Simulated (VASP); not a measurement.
**Si: single point with PBEsol**

Si:

```
CELL_PARAMETERS angstrom
0.00000 5.44370 5.44370
2.72185 0.00000 2.72185
2.72185 2.72185 0.00000
ATOMIC_POSITIONS crystal
Si 0.38043 0.73292 0.77222
Si 0.87075 0.76719 0.71443
Si 0.24012 0.47480 0.55115
Si 0.74704 0.51066 0.48060
```

* Program: VASP 6.6.1
* Task: single point
* Functional: PBEsol
* Potentials or basis: VASP PAW PBE potentials, release 64 (Si)
* Cutoff: 520 eV
* k mesh: 3 × 6 × 6
* Occupations: fermi-dirac, width 0.08 eV
* Spin: no spin polarisation
* Dipole correction: no
* Further INCAR settings: ALGO = Normal; EDIFF = 1e-07; NBANDS = 16

| Property | Result |
| --- | --- |
| Pressure | -0.4 GPa |
| Largest force | 1.195 eV/Å |
| Band gap on the k mesh | 0.06 eV (least direct gap 1.13 eV) |

Forces on the atoms (eV/Å):
```
Si   0.499 -0.113 -1.081
Si   0.415  0.640 -0.228
Si  -0.430 -0.186  1.022
Si  -0.483 -0.341  0.287
```

Stress tensor (GPa, compression positive):
```
-0.30 -1.88  0.99
-1.88 -0.52  1.32
 0.99  1.32 -0.47
```

Levels at points of the mesh, in eV from the valence-band top:
| k point | band 4 | band 5 | band 6 | band 7 | band 8 | band 9 | band 10 | band 11 | band 12 | band 13 |
| --- | --- | --- | --- | --- | --- | --- | --- | --- | --- | --- |
| (0.00, 0.00, 0.00) | -1.73 | -1.37 | -0.64 | -0.44 | 0.00 | 1.13 | 1.91 | 2.18 | 2.31 | 2.79 |
| (0.00, 0.50, 0.00) | -7.45 | -3.33 | -3.14 | -1.73 | -1.35 | 0.05 | 0.39 | 1.07 | 2.71 | 3.17 |
| (0.00, 0.00, 0.50) | -7.07 | -3.29 | -3.17 | -1.69 | -1.54 | 0.16 | 0.20 | 0.99 | 2.72 | 2.90 |
| (0.00, 0.50, 0.50) | -7.34 | -3.29 | -3.15 | -1.78 | -1.35 | 0.10 | 0.36 | 1.03 | 2.67 | 3.14 |

Run time: 31 s on 1 thread of Intel(R) Xeon(R) 6975P-C (Granite Rapids), on a shared host, peak memory 0.23 GiB.

Caveat: the smearing spreads over this small gap; semilocal functionals underestimate gaps, and a narrow one can read as zero; the PAW data sets were made with another functional, which shifts forces and pressure a little. A k mesh can miss the band edges.
